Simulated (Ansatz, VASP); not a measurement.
**Two plane-wave programs on K**

File INCAR:

```
PREC = Accurate
ENCUT = 520
EDIFF = 1E-6
ISMEAR = -1
SIGMA = 0.08
LREAL = F
LASPH = T
NELM = 60
ALGO = Normal
ISIF = 2
LWAVE = F
LCHARG = F
GGA = CA
NBANDS = 16
```

The input KPOINTS:

```
Automatic mesh
0
Gamma
  8 8 5
```

Contents of POSCAR:

```
K
1.0
   -2.5241918140      2.5241918140      2.5241918140
    2.5241918140     -2.5241918140      2.5241918140
    5.0483836280      5.0483836280      0.0000000000
K
2
Direct
    0.0000000000      0.0000000000      0.0000000000
    0.5000000000      0.5000000000      0.5000000000
```

Input for Ansatz:

```yaml
crystal:
  lattice:
    - [-2.524191814, 2.524191814, 2.524191814]
    - [2.524191814, -2.524191814, 2.524191814]
    - [5.048383628, 5.048383628, 0.0]
  atoms:
    - { symbol: K, position: [0.0, 0.0, 0.0] }
    - { symbol: K, position: [0.5, 0.5, 0.5] }
kpoints:
  mp_grid: { grid: [8, 8, 5] }
scf:
  occupations: { method: fermi_dirac, width: 0.08 }
hamiltonian:
  xc: lda
  pseudopotentials: { kind: paw }
output:
  forces: true
  stress: true
  eigenvalues: true
  write_density: true
  write_potential: true
  elf: true
  volumetric_format: npy
```

Alike in both runs: task single point; functional LDA; k mesh 8 × 8 × 5; occupations fermi-dirac, width 0.08 eV; no spin polarisation.

|  | VASP | Ansatz |
| --- | --- | --- |
| version | VASP 6.6.1 | Ansatz 0.2.0 |
| potentials or method | VASP PAW LDA potentials, release 64 (K_sv) | PAW with Ansatz's default frozen-core files, scalar-relativistic |
| plane-wave cutoff (eV) | 520 | 420 |
| valence electrons in the cell | 18 | 18 |

|  | VASP | Ansatz | Ansatz less VASP |
| --- | --- | --- | --- |
| pressure (GPa) | 0.0 | 0.0 | +0.02 |

LDA's correlation is that of Perdew and Zunger in VASP and of Perdew and Wang (1992) in Ansatz.
